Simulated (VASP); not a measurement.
Wanted: the native input for a VASP 6.6.1 run.

* Task: single point
* Functional: PBE
* Potentials or basis: VASP PAW PBE potentials, release 64 (Ni)
* Cutoff: 520 eV
* k mesh: 21 × 21 × 21
* Occupations: fermi-dirac, width 0.05 eV
* Spin: no spin polarisation
* Dipole correction: no
* k mesh for the DOS: 32 × 32 × 32
* Occupations for the DOS: tetrahedron
* Further INCAR settings: ALGO = Normal; EDIFF = 1e-06; NBANDS = 11

Ni:

```
Ni
1.0
     0.00000    1.75609    1.75609
     1.75609    0.00000    1.75609
     1.75609    1.75609    0.00000
Ni
1
Direct
  0.00000 0.00000 0.00000
```

The input as run:

POSCAR

```
Ni
1.0
    0.0000000000      1.7560872397      1.7560872397
    1.7560872397      0.0000000000      1.7560872397
    1.7560872397      1.7560872397      0.0000000000
Ni
1
Direct
    0.0000000000      0.0000000000      0.0000000000
```

INCAR.step1

```
SYSTEM = Ni
  ALGO = Normal
  EDIFF = 1E-6
  ENCUT = 520
  GGA = PE
  ISIF = 2
  ISMEAR = -1
  LASPH = .TRUE.
  LCHARG = .TRUE.
  LMAXMIX = 4
  LREAL = .FALSE.
  LWAVE = .FALSE.
  NBANDS = 11
  NELM = 80
  PREC = Accurate
  SIGMA = 0.05
```

KPOINTS.step1

```
k-points
0
G
  21 21 21
  0 0 0
```

INCAR.step2

```
SYSTEM = Ni
  ALGO = Normal
  EDIFF = 1E-6
  ENCUT = 520
  GGA = PE
  ICHARG = 11
  ISIF = 2
  ISMEAR = -5
  LASPH = .TRUE.
  LCHARG = .FALSE.
  LMAXMIX = 4
  LORBIT = 10
  LREAL = .FALSE.
  LWAVE = .FALSE.
  NBANDS = 11
  NEDOS = 2001
  NELM = 80
  PREC = Accurate
  SIGMA = 0.05
```

KPOINTS.step2

```
k-points
0
G
  32 32 32
  0 0 0
```

Potentials or basis: VASP PAW PBE potentials, release 64 (Ni).

Launch:

```sh
$ cat potpaw_PBE.64/Ni/POTCAR > POTCAR
$ cp INCAR.step1 INCAR
$ cp KPOINTS.step1 KPOINTS
$ mpirun -np 1 vasp_std > vasp.out
$ cp INCAR.step2 INCAR
$ cp KPOINTS.step2 KPOINTS
$ mpirun -np 1 vasp_std > vasp.out
```

It gave:

| Item | Value |
| --- | --- |
| Valence electrons inside the program's atomic spheres | Ni 9.32 |

Caveat: the run has no spin polarisation, though such a crystal can be magnetic.

Run time: 73 s on 1 thread of AMD EPYC 7R43 64-Core Processor (Zen 3) (shared host), peak memory 0.18 GiB.
